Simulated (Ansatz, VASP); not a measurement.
**Two plane-wave programs on Rh**

```
Rh
1.0
     2.68242    0.00000    0.00000
    -1.34121    2.32304    0.00000
     0.00000    0.00000    4.33806
Rh
2
Cartesian
  1.3412 0.7743 3.2535
  0.0000 1.5487 1.0845
```

Alike in both runs: task relaxation of cell and atoms; functional PBEsol; k mesh 24 × 24 × 14; occupations gaussian, width 0.1 eV; no spin polarisation.

|  | VASP | Ansatz |
| --- | --- | --- |
| version | VASP 6.6.1 | Ansatz 0.2.0 |
| potentials or method | VASP PAW PBE potentials, release 64 (Rh_pv), cutoff 600 eV | scalar-relativistic, plane waves, PAW |
| valence electrons in the cell | 30 | 34 |

VASP gave:

```
gap on the k mesh at the Fermi level, each at its own relaxed structure (eV) : none
relaxed volume (Å³/atom)                                                     : 13.54
relaxed cell length with the largest relative difference (Å)                 : 4.336
```

Which values does Ansatz return?

gap on the k mesh at the Fermi level, each at its own relaxed structure (eV): none; relaxed volume (Å³/atom): 13.55; relaxed cell length with the largest relative difference (Å): 4.337.

VASP's potentials were made for PBE, not for PBEsol. A gap of «none» marks a metal or a gap that the smearing closes. VASP's potentials hold 30 valence electrons a cell and Ansatz's 34, so a difference there can come from the potentials and not from the codes.
